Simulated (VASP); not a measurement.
**Be: single point with PBE**

Be:

```xyz
1
Lattice="-1.2281 1.2531 1.2531 1.2531 -1.2281 1.2531 1.2531 1.2531 -1.2281" Properties=species:S:1:pos:R:3 pbc="T T T"
Be    0.0000    0.0000    0.0000
```

This cell differs from its parent crystal: equal xy, yz and zx shear strains of +2 %.

- Program: VASP 6.6.1
- Task: single point
- Functional: PBE
- Potentials or basis: VASP PAW PBE potentials, release 64 (Be)
- Cutoff: 520 eV
- k mesh: 23 × 23 × 23
- Occupations: fermi-dirac, width 0.03 eV
- Spin: no spin polarisation
- Dipole correction: no
- Further INCAR settings: ALGO = Normal; EDIFF = 1e-07; NBANDS = 7

- Pressure: -0.5 GPa
- Band gap on the k mesh: zero (band 1 reaches 11.42 eV, above the bottom of band 2 at 6.61 eV)

Stress tensor (GPa, compression positive):
```
-0.52 -3.83 -3.83
-3.83 -0.52 -3.83
-3.83 -3.83 -0.52
```

Levels at points of the mesh, in eV from the Fermi level:
```csv
k point,band 1,band 2,band 3,band 4,band 5,band 6
"(0.00, 0.00, 0.00)",-12.27,18.76,19.56,19.56,30.28,30.28
```

It used 15 s of CPU time on 1 thread of Intel Xeon 6975P-C (shared host).

Caveat: the cell differs from its parent crystal (equal xy, yz and zx shear strains of +2 %).
